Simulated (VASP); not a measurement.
Write the native input for VASP 6.6.1 that does the following.

| Quantity | Value |
| --- | --- |
| Task | single point |
| Functional | LDA |
| Potentials or basis | VASP PAW LDA potentials, release 64 (Sb) |
| Cutoff | 520 eV |
| k mesh | 13 × 13 × 4 |
| Occupations | fermi-dirac, width 0.1 eV |
| Spin | no spin polarisation |
| Dipole correction | no |
| Further INCAR settings | ALGO = Normal; EDIFF = 1e-06; NBANDS = 18 |

The structure of Sb lies in POSCAR:

```
Sb
1.0
    3.2716288460      0.0000000000      0.0000000000
   -1.6358144230      2.8333136923      0.0000000000
    0.0000000000      0.0000000000     11.0782165445
Sb
4
Direct
    1.0000000000      1.0000000000      1.0000000000
    1.0000000000      1.0000000000      0.5000000000
    0.3333333333      0.6666666667      0.2500000000
    0.6666666667      0.3333333333      0.7500000000
```

One way to write it, as run:

INCAR

```
  PREC = Accurate
  ENCUT = 520
  EDIFF = 1E-6
  ISMEAR = -1
  SIGMA = 0.1
  LREAL = F
  LASPH = T
  NELM = 60
  ALGO = Normal
  ISIF = 2
  LWAVE = F
  LCHARG = T
  LELF = T
  LVHAR = T
  NBANDS = 18
```

KPOINTS

```
Automatic mesh
0
Gamma
  13 13 4
```

Potentials or basis: VASP PAW LDA potentials, release 64 (Sb).

Launch:

```bash
$ cat potpaw_LDA.64/Sb/POTCAR > POTCAR
$ mpirun -np 1 vasp_std > vasp.out
```

It gave:

```
Pressure               : 0.3 GPa
Band gap on the k mesh : zero (band 10 reaches 13.92 eV, above the bottom of band 11 at 6.68 eV)
```

Caveat: spin-orbit coupling is left out, which moves the levels of the heavy elements.

Run time: 54 s on 1 thread of AMD EPYC 7R13 Processor (Zen 3), with other jobs on the host, peak memory 0.2 GiB.
